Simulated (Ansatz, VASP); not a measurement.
One calculation of C, two programs

INCAR

```
  AGGAC = 1.0
  AGGAX = 1.0
  ALDAC = 0.0
  ALDAX = 1.0
  ALGO = Normal
  EDIFF = 1E-6
  ENCUT = 520
  GGA = B5
  ISIF = 2
  ISMEAR = 0
  LASPH = T
  LCHARG = F
  LREAL = F
  LWAVE = F
  NBANDS = 11
  NELM = 80
  PREC = Accurate
  SIGMA = 0.01
```

Contents of KPOINTS:

```
k-points
0
Gamma
  8 8 8
```

File POSCAR:

```
C
1.0
    0.0000000000      1.7833700000      1.7833700000
    1.7833700000      0.0000000000      1.7833700000
    1.7833700000      1.7833700000      0.0000000000
C
2
Direct
    0.0000000000      0.0000000000      0.0000000000
    0.2500000000      0.2500000000      0.2500000000
```

Input for Ansatz:

```yaml
crystal:
  lattice:
    - [0.0, 1.78337, 1.78337]
    - [1.78337, 0.0, 1.78337]
    - [1.78337, 1.78337, 0.0]
  atoms:
    - { symbol: C, position: [0.0, 0.0, 0.0] }
    - { symbol: C, position: [0.25, 0.25, 0.25] }
kpoints:
  mp_grid:
    grid: [8, 8, 8]
hamiltonian:
  xc: blyp
scf:
  occupations:
    method: fixed
output:
  stress: true
  eigenvalues: true
```

Alike in both runs: task single point; functional BLYP; k mesh 8 × 8 × 8; no spin polarisation.

|  | VASP | Ansatz |
| --- | --- | --- |
| version | VASP 6.6.1 | Ansatz 0.2.0 |
| potentials or method | VASP PAW PBE potentials, release 64 (C) | plane waves, PAW |
| plane-wave cutoff (eV) | 520 | 420 |
| occupations | gaussian, width 0.01 eV | fixed |
| valence electrons in the cell | 8 | 8 |

|  | VASP | Ansatz | Ansatz less VASP |
| --- | --- | --- | --- |
| gap on the k mesh at the Fermi level (eV) | 4.46 | 4.45 | -0.005 |
| pressure (GPa) | 11.7 | 11.0 | -0.76 |

VASP's potentials were made for PBE, not for BLYP.
